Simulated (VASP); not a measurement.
Crystal: La2O3.

```
La O
1.0
     3.93078    0.00000    0.00000
    -1.96539    3.40415    0.00000
     0.00000    0.00000    6.11195
La O
2 3
Cartesian
  1.9654 1.1347 4.6070
  0.0000 2.2694 1.5050
  1.9654 1.1347 2.1643
  0.0000 2.2694 3.9477
  0.0000 0.0000 0.0000
```

* Program: VASP 6.6.1
* Task: relaxation of cell and atoms
* Functional: LDA
* Potentials or basis: VASP PAW LDA potentials, release 64 (La, O)
* Cutoff: 600 eV
* k mesh: 6 × 6 × 4
* Occupations: gaussian, width 0.02 eV
* Spin: no spin polarisation

At the start: pressure -6.5 GPa; volume 16.36 Å³/atom.

Q: Where does the relaxation end?

A: Over 20 steps the energy falls by 17.1 meV/atom and the volume is 15.51 Å³/atom (-5.2 %); space group P-3m1 (No. 164, to 0.1 Å) before and after.

Step by step:
```
step  energy change (eV)  largest force (eV/Å)  pressure (GPa)  volume (Å³)
   1              0.0000                0.1616           -6.50        81.78
   2              0.0316                0.8522            8.90        74.18
   3             -0.0777                0.2706           -0.20        78.18
   4             -0.0777                0.2800           -0.06        78.11
   5             -0.0834                0.0457            0.04        77.78
   6             -0.0837                0.0440            0.08        77.67
   7             -0.0847                0.0493           -0.10        77.70
   8             -0.0850                0.0538           -0.23        77.73
   9             -0.0852                0.0519            0.28        77.46
  10             -0.0853                0.0366            0.11        77.54
  11             -0.0855                0.0120            0.04        77.54
  12             -0.0855                0.0046            0.02        77.55
  13             -0.0855                0.0048            0.00        77.55
  14             -0.0855                0.0072            0.00        77.55
  15             -0.0855                0.0073            0.01        77.55
  16             -0.0855                0.0022           -0.02        77.56
  17             -0.0855                0.0009           -0.01        77.56
  18             -0.0855                0.0035            0.02        77.54
  19             -0.0855                0.0015            0.02        77.55
  20             -0.0855                0.0016            0.01        77.55
```

Final structure:
```
La O
1.0
     3.88217    0.00000    0.00000
    -1.94108    3.36206    0.00000
     0.00000    0.00000    5.94171
La O
2 3
Direct
  0.66667 0.33333 0.75628
  0.33333 0.66667 0.24372
  0.66667 0.33333 0.35319
  0.33333 0.66667 0.64681
  0.00000 0.00000 0.00000
```
